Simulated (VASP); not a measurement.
# BN (P1) in VASP: notebook

The runs below take BN through single point, with r2SCAN+D4.

Program: VASP 6.6.1. These are calculated values, not measurements. Logs are shortened: lines on timing, memory, paths and dates and some standing lists are left out, and cuts for length are marked.

**1. The cell of the first run**

The typed cell holds 2 atoms: a = 2.508 Å, b = 2.508 Å, c = 3.274 Å, α = 101.11°, β = 101.11°, γ = 119.81°.

**2. Single point, r2SCAN+D4**

Contents of POSCAR:

```
BN
1.0
    2.5080400000      0.0000000000      0.0000000000
   -1.2467100000      2.1762300000      0.0000000000
   -0.6306700000     -1.0881200000      3.0225400000
B N
1 1
Direct
    0.9796400000      0.9835000000      0.0018100000
    0.6685100000      0.3323800000      0.9850000000
```

Contents of INCAR.step1:

```
PREC     = Accurate       # precision mode
ENCUT    = 520            # plane-wave cutoff, eV
ISMEAR   = 0              # smearing method
SIGMA    = 0.01           # smearing width, eV
LREAL    = F              # projectors in reciprocal space
LASPH    = T              # aspherical terms in the spheres
NELM     = 80             # most SCF steps
NBANDS   = 11             # bands
GGA      = PE             # functional
ALGO     = Normal         # electronic algorithm
EDIFF    = 1E-4           # SCF threshold, eV
LWAVE    = T              # write WAVECAR
LCHARG   = F              # write CHGCAR
```

Contents of INCAR.step2:

```
PREC     = Accurate       # precision mode
ENCUT    = 520            # plane-wave cutoff, eV
EDIFF    = 1E-6           # SCF threshold, eV
ISMEAR   = 0              # smearing method
SIGMA    = 0.01           # smearing width, eV
LREAL    = F              # projectors in reciprocal space
LASPH    = T              # aspherical terms in the spheres
NELM     = 80             # most SCF steps
ALGO     = Normal         # electronic algorithm
ISIF     = 2              # what is computed and relaxed
LWAVE    = F              # write WAVECAR
LCHARG   = F              # write CHGCAR
METAGGA  = R2SCAN         # meta-GGA
LMIXTAU  = T            
IVDW     = 13             # dispersion correction
VDW_S6   = 1.0          
VDW_S8   = 0.6018749    
VDW_A1   = 0.51559235   
VDW_A2   = 5.77342911   
NBANDS   = 11             # bands
ISTART   = 1
```

Contents of KPOINTS:

```
regular mesh
0
Gamma
  10 10 6
```

Potentials or basis: VASP PAW PBE potentials, release 64 (B, N).

Started as:

```sh
$ cat potpaw_PBE.64/B/POTCAR potpaw_PBE.64/N/POTCAR > POTCAR
$ cp INCAR.step1 INCAR
$ mpirun -np 1 vasp_std > vasp.out
$ cp INCAR.step2 INCAR
$ mpirun -np 1 vasp_std > vasp.out
```

OUTCAR:

```text
PREC = Accurate
   ENCUT = 520
   EDIFF = 1E-6
   ISMEAR = 0
   LREAL = F
   LASPH = T
   NELM = 80
   ISIF = 2
   METAGGA = R2SCAN
   IVDW = 13
   ISTART = 1

 ion  position               nearest neighbor table
   1  0.980  0.983  0.002-   2 1.40   2 1.43   2 1.52
   2  0.669  0.332  0.985-   1 1.40   1 1.43   1 1.52

  LATTYP: Found a face centered orthorhombic cell.
 ALAT       =     2.5153390193
 B/A-ratio  =     1.7253459608
 C/A-ratio  =     2.4032863776

  Lattice vectors:

 A1 = (  -1.8773800000,   1.0881100000,   3.0225400000)
 A2 = (   0.6306600000,   1.0881100000,   3.0225400000)
 A3 = (  -1.2467100000,   2.1762300000,   0.0000000000)

Analysis of symmetry for initial positions (statically):
=====================================================================
 Subroutine PRICEL returns:
 Original cell was already a primitive cell.

 Routine SETGRP: Setting up the symmetry group for a
 face centered orthorhombic supercell.

 Subroutine GETGRP returns: Found  1 space group operations
 (whereof  1 operations were pure point group operations)
 out of a pool of  8 trial point group operations.

The static configuration has the point symmetry C_1 .

Analysis of symmetry for dynamics (positions and initial velocities):
=====================================================================
 Subroutine PRICEL returns:
 Original cell was already a primitive cell.

 Routine SETGRP: Setting up the symmetry group for a
 face centered orthorhombic supercell.

 Subroutine GETGRP returns: Found  1 space group operations
 (whereof  1 operations were pure point group operations)
 out of a pool of  8 trial point group operations.

The dynamic configuration has the point symmetry C_1 .

 Subroutine INISYM returns: Found  1 space group operations
 (whereof  1 operations are pure point group operations),
 and found     1 'primitive' translations

----------------------------------------------------------------------------------------

                                     Primitive cell

  volume of cell :      16.4972

  direct lattice vectors                    reciprocal lattice vectors
     2.508040000  0.000000000  0.000000000     0.398717724  0.228415826  0.165424820
    -1.246710000  2.176230000  0.000000000     0.000000000  0.459510254  0.165424543
    -0.630670000 -1.088120000  3.022540000     0.000000000  0.000000000  0.330847565

  length of vectors
     2.508040000  2.508039640  3.273758976     0.488379959  0.488379927  0.330847565

  position of ions in fractional coordinates (direct lattice)
     0.979640000  0.983500000  0.001810000
     0.668510000  0.332380000  0.985000000
[... 109 lines left out ...]
   PSTRESS=    0.0 pullay stress
   NELECT =       8.0000    total number of electrons
   NUPDOWN=      -1.0000    fix difference up-down
   EMIN   =  10.00;   EMAX   =-10.00  energy-range for DOS
   EFERMI =   0.00;   METHOD = LEGACY
   ISMEAR =     0;   SIGMA  =   0.01  broadening in eV -4-tet -1-fermi 0-gaus
   EFERMI_NEDOS =   21; number of points for ismear=-14 and -15
   IALGO  =     38    algorithm
   IMIX   =      4    mixing-type and parameters
     AMIX     =   0.40;   BMIX     =  1.00
     AMIX_MAG =   1.60;   BMIX_MAG =  1.00
  volume/ion in A,a.u.               =       8.25        55.66
  Fermi-wavevector in a.u.,A,eV,Ry     =   1.286178  2.430524 22.507488  1.654254
  Thomas-Fermi vector in A             =   2.418268
   LORBIT       =      0    0 simple, 1 ext, 2 COOP (PROOUT), +10 PAW based schemes
   METAGGA = R2SCAN    functional components
   LHFCALC =     F    Hartree Fock is set to
   AEXX    =    0.0000 exact exchange contribution
   IVDW    =    13    specifies the selected vdW correction
   LEPSILON=     F    determine dielectric tensor
   LRPA    =     F    only Hartree local field effects (RPA)
 non-spin polarized calculation
 Gauss-broadening in eV      SIGMA  =   0.01
  energy-cutoff  :      520.00
  volume of cell :       16.50
 maximum number of plane-waves:       460
   NGX =  9   NGY =  9   NGZ = 13

 number of electron       8.0000000 magnetization

 Free energy of the ion-electron system (eV)
  ---------------------------------------------------
  ext. energy  EPLUGINS =         0.00000000
  ---------------------------------------------------
  free energy    TOTEN  =       -19.14210977 eV

  energy without entropy =      -19.14210977  energy(sigma->0) =      -19.14210977

 E-fermi :   3.2400     XC(G=0): -11.3541

 val. band max:        3.1898052432   @ k =   0.4000   0.4000   0.1667
 cond. band min:       6.5042928682   @ k =   0.5000   0.5000   0.5000
 fundamental gap:      3.3144876250
 Fermi energy:         3.2399858528

 k-point     1 :       0.0000    0.0000    0.0000
  band No.  band energies     occupation
      1     -16.1028      2.00000
      2      -0.7000      2.00000
      3       0.6311      2.00000
      4       2.3358      2.00000
      5       9.1537      0.00000
      6      14.0975      0.00000
      7      16.2104      0.00000
      8      17.3506      0.00000
      9      18.9748      0.00000
     10      29.9731      0.00000
     11      31.4357      0.00000
[... 309 lines left out ...]
 k-point    24 :      -0.3000    0.2000    0.0000
  band No.  band energies     occupation
      1     -14.7120      2.00000
      2      -2.7931      2.00000
      3      -0.5695      2.00000
      4       0.7582      2.00000
      5      11.3514      0.00000
      6      13.8455      0.00000
      7      14.8177      0.00000
      8      19.8326      0.00000
      9      22.0740      0.00000
     10      24.0827      0.00000
     11      29.3179      0.00000

 [... further k-points ...]

------------------------ aborting loop because EDIFF is reached ----------------------------------------

  DFT-D4 for vdW energy calculation

  Edisp (eV):   -0.14926

  FORCE on cell =-STRESS in cart. coord.  units (eV):
  Direction    XX          YY          ZZ          XY          YZ          ZX
  --------------------------------------------------------------------------------------
  -------------------------------------------------------------------------------------
  Total      -0.82569     0.31959     0.50602    -0.46579     0.11993     0.05804
  in kB     -80.18907    31.03831    49.14312   -45.23693    11.64757     5.63660
  external pressure =       -0.00 kB  Pullay stress =        0.00 kB

 VOLUME and BASIS-vectors are now :
 -----------------------------------------------------------------------------
  energy-cutoff  :      520.00
  volume of cell :       16.50
      direct lattice vectors                 reciprocal lattice vectors
     2.508040000  0.000000000  0.000000000     0.398717724  0.228415826  0.165424820
    -1.246710000  2.176230000  0.000000000     0.000000000  0.459510254  0.165424543
    -0.630670000 -1.088120000  3.022540000     0.000000000  0.000000000  0.330847565

 POSITION                                       TOTAL-FORCE (eV/Angst)
 -----------------------------------------------------------------------------------
      1.22970      2.13835      0.00547         1.649395      2.078345     -0.628784
      0.64106     -0.34846      2.97720        -1.649395     -2.078345      0.628784
 -----------------------------------------------------------------------------------
    total drift:                               -0.000340      0.000148     -0.000127

  FREE ENERGIE OF THE ION-ELECTRON SYSTEM (eV)
  ---------------------------------------------------
  free  energy   TOTEN  =       -19.2913677117 eV

  energy  without entropy=      -19.2913677117  energy(sigma->0) =      -19.29136771
```

It took 2.7 min on 1 thread of Intel Xeon Platinum 8259CL at 2.50GHz (Skylake/Cascade Lake), shared host; peak memory 0.16 GiB.

Results:

| Property | Result |
| --- | --- |
| Free energy | -19.2914 eV |
| Pressure | 0.0 GPa |
| Largest force | 2.727 eV/Å |
| Band gap on the k mesh | 3.31 eV, indirect (least direct gap 5.28 eV) |
| Dispersion energy per atom | -0.075 eV |

Forces on the atoms (eV/Å):
```
B    1.649  2.078 -0.629
N   -1.649 -2.078  0.629
```

Levels at points of the mesh, in eV from the valence-band top:
```csv
k point,band 1,band 2,band 3,band 4,band 5,band 6,band 7,band 8
"(0.00, 0.00, 0.00)",-19.29,-3.89,-2.56,-0.85,5.96,10.91,13.02,14.16
"(0.50, 0.00, 0.00)",-15.79,-9.45,-5.06,-1.62,5.50,10.13,14.52,18.31
"(0.00, 0.50, 0.00)",-15.95,-9.74,-4.26,-1.11,4.36,10.27,14.83,18.32
"(0.50, 0.50, 0.00)",-16.04,-9.91,-4.42,-0.14,6.98,9.69,13.21,15.39
"(0.00, 0.00, 0.50)",-18.72,-7.21,-2.58,-0.90,10.60,11.64,13.00,13.25
"(0.50, 0.00, 0.50)",-15.79,-9.46,-5.06,-1.52,5.16,10.18,14.80,18.52
"(0.00, 0.50, 0.50)",-15.95,-9.73,-4.25,-1.20,4.59,10.20,14.68,18.17
"(0.50, 0.50, 0.50)",-15.70,-9.37,-4.58,-2.26,3.31,9.78,16.54,20.94
```

Caveat: the PAW data sets were made with another functional, which shifts forces and pressure a little. r2SCAN opens gaps a little over a GGA but as a rule still falls short of measured ones.

**3. Single point, r2SCAN+D4**

POSCAR is that of step 2.

Contents of INCAR.step1:

```
SYSTEM = BN
ALGO = Normal ; EDIFF = 1E-4
ENCUT = 520 ; GGA = PE
ISMEAR = 0 ; LASPH = .TRUE.
LCHARG = .FALSE. ; LREAL = .FALSE.
LWAVE = .TRUE. ; NBANDS = 11
NELM = 80 ; PREC = Accurate
SIGMA = 0.01
```

Contents of INCAR.step2:

```
SYSTEM = BN
ALGO = Normal ; EDIFF = 1E-6
ENCUT = 520 ; ISIF = 2
ISMEAR = 0 ; ISTART = 1
IVDW = 13 ; LASPH = .TRUE.
LCHARG = .FALSE. ; LMIXTAU = .TRUE.
LREAL = .FALSE. ; LWAVE = .FALSE.
METAGGA = R2SCAN ; NBANDS = 11
NELM = 80 ; PREC = Accurate
SIGMA = 0.01 ; VDW_A1 = 0.51559235
VDW_A2 = 5.77342911 ; VDW_S6 = 1.0
VDW_S8 = 0.6018749
```

Contents of KPOINTS:

```
k-points
0
G
  12 12 8
  0 0 0
```

Potentials or basis: VASP PAW PBE potentials, release 64 (B, N).

Started as:

```sh
$ cat potpaw_PBE.64/B/POTCAR potpaw_PBE.64/N/POTCAR > POTCAR
$ cp INCAR.step1 INCAR
$ mpirun -np 1 vasp_std > vasp.out
$ cp INCAR.step2 INCAR
$ mpirun -np 1 vasp_std > vasp.out
```

Run time: 5.2 min. Hardware: 1 thread of Intel Xeon Platinum 8259CL at 2.50GHz (Skylake/Cascade Lake), shared host; peak memory 0.21 GiB.

Results (log left out):

- Free energy: -19.2914 eV
- Pressure: 0.0 GPa
- Largest force: 2.727 eV/Å
- Band gap on the k mesh: 3.27 eV, indirect (least direct gap 5.16 eV)
- Dispersion energy per atom: -0.075 eV

Forces on the atoms (eV/Å):
```
B    1.649  2.078 -0.629
N   -1.649 -2.078  0.629
```

Stress tensor (GPa, compression positive):
```
-8.02 -4.52  0.56
-4.52  3.10  1.17
 0.56  1.17  4.91
```

Levels at points of the mesh, in eV from the valence-band top:
```
           k point  band 2  band 3  band 4  band 5  band 6  band 7
(0.00, 0.00, 0.00)   -3.93   -2.60   -0.90    5.92   10.86   12.98
(0.50, 0.00, 0.00)   -9.49   -5.10   -1.67    5.46   10.09   14.48
(0.00, 0.50, 0.00)   -9.78   -4.30   -1.15    4.32   10.22   14.78
(0.50, 0.50, 0.00)   -9.96   -4.47   -0.18    6.94    9.64   13.16
(0.00, 0.00, 0.50)   -7.25   -2.63   -0.95   10.56   11.60   12.95
(0.50, 0.00, 0.50)   -9.50   -5.10   -1.56    5.12   10.13   14.75
(0.00, 0.50, 0.50)   -9.77   -4.30   -1.25    4.54   10.15   14.64
(0.50, 0.50, 0.50)   -9.42   -4.62   -2.31    3.27    9.74   16.49
```

Caveat: the PAW data sets were made with another functional, which shifts forces and pressure a little.

**4. Single point, r2SCAN+D4**

POSCAR is that of step 3.

Contents of INCAR.step1:

```
SYSTEM = BN
PREC = Accurate
ENCUT = 520
ISMEAR = 0
SIGMA = 0.01
LREAL = .FALSE.
LASPH = .TRUE.
NELM = 100
NBANDS = 11
GGA = PE
ALGO = Normal
EDIFF = 1E-4
LWAVE = .TRUE.
LCHARG = .FALSE.
```

Contents of INCAR.step2:

```
SYSTEM = BN
PREC = Accurate
ENCUT = 520
EDIFF = 1E-6
ISMEAR = 0
SIGMA = 0.01
LREAL = .FALSE.
LASPH = .TRUE.
NELM = 100
ALGO = Normal
ISIF = 2
LWAVE = .FALSE.
LCHARG = .FALSE.
METAGGA = R2SCAN
LMIXTAU = .TRUE.
IVDW = 13
VDW_S6 = 1.0
VDW_S8 = 0.6018749
VDW_A1 = 0.51559235
VDW_A2 = 5.77342911
NBANDS = 11
ISTART = 1
```

Contents of KPOINTS:

```
regular mesh
0
G
  14 14 10
  0 0 0
```

Started as:

```sh
$ cat potpaw_PBE.64/B/POTCAR potpaw_PBE.64/N/POTCAR > POTCAR
$ cp INCAR.step1 INCAR
$ mpirun -np 1 vasp_std > vasp.out
$ cp INCAR.step2 INCAR
$ mpirun -np 1 vasp_std > vasp.out
```

Run time: 9.5 min. Hardware: 1 thread of Intel Xeon Platinum 8259CL at 2.50GHz (Skylake/Cascade Lake), shared host; peak memory 0.27 GiB.

The run converged. Its results:

```yaml
Free_energy: -19.2914 eV
Pressure: 0.0 GPa
Largest_force: 2.727 eV/Å
Band_gap_on_the_k_mesh: 3.26 eV, indirect (least direct gap 5.12 eV)
Dispersion_energy_per_atom: -0.075 eV
```

Forces in eV/Å, atoms in the order of the input:
```
B    1.649  2.078 -0.629
N   -1.649 -2.078  0.629
```

Stress tensor (GPa, compression positive):
```
-8.02 -4.52  0.56
-4.52  3.10  1.17
 0.56  1.17  4.91
```

Levels at points of the mesh, in eV from the valence-band top:
| k point | band 1 | band 2 | band 3 | band 4 | band 5 | band 6 | band 7 | band 8 |
| --- | --- | --- | --- | --- | --- | --- | --- | --- |
| (0.00, 0.00, 0.00) | -19.35 | -3.95 | -2.62 | -0.91 | 5.91 | 10.85 | 12.96 | 14.10 |
| (0.50, 0.00, 0.00) | -15.84 | -9.51 | -5.12 | -1.68 | 5.44 | 10.08 | 14.47 | 18.25 |
| (0.00, 0.50, 0.00) | -16.01 | -9.80 | -4.31 | -1.17 | 4.31 | 10.21 | 14.77 | 18.26 |
| (0.50, 0.50, 0.00) | -16.10 | -9.97 | -4.48 | -0.20 | 6.92 | 9.63 | 13.15 | 15.33 |
| (0.00, 0.00, 0.50) | -18.78 | -7.26 | -2.64 | -0.96 | 10.55 | 11.59 | 12.94 | 13.19 |
| (0.50, 0.00, 0.50) | -15.84 | -9.51 | -5.12 | -1.58 | 5.11 | 10.12 | 14.74 | 18.46 |
| (0.00, 0.50, 0.50) | -16.01 | -9.79 | -4.31 | -1.26 | 4.53 | 10.14 | 14.62 | 18.11 |
| (0.50, 0.50, 0.50) | -15.76 | -9.43 | -4.63 | -2.32 | 3.26 | 9.72 | 16.48 | 20.88 |

Caveat: the PAW data sets were made with another functional, which shifts forces and pressure a little. A k mesh can miss the band edges.

**5. Overview**

| k mesh | gap on the mesh (eV) | pressure (GPa) | largest force (eV/Å) |
| --- | --- | --- | --- |
| 10 × 10 × 6 | 3.31 | 0.0 | 2.73 |
| 12 × 12 × 8 | 3.27 | 0.0 | 2.73 |
| 14 × 14 × 10 | 3.26 | 0.0 | 2.73 |

Alike in all rows: task single point; level r2SCAN+D4; potentials or basis VASP PAW PBE potentials, release 64 (B, N); no spin polarisation; cell as given; cutoff (eV) 520; smearing gaussian 0.01 eV.

On the cell as given the gap runs from 3.26 eV (r2SCAN+D4) to 3.31 eV (r2SCAN+D4); the meshes differ, which moves gaps too.

Caveats: the PAW data sets were made with another functional, which shifts forces and pressure a little.

Total energies depend on the potentials used, so only differences within one code and one set of settings carry meaning.
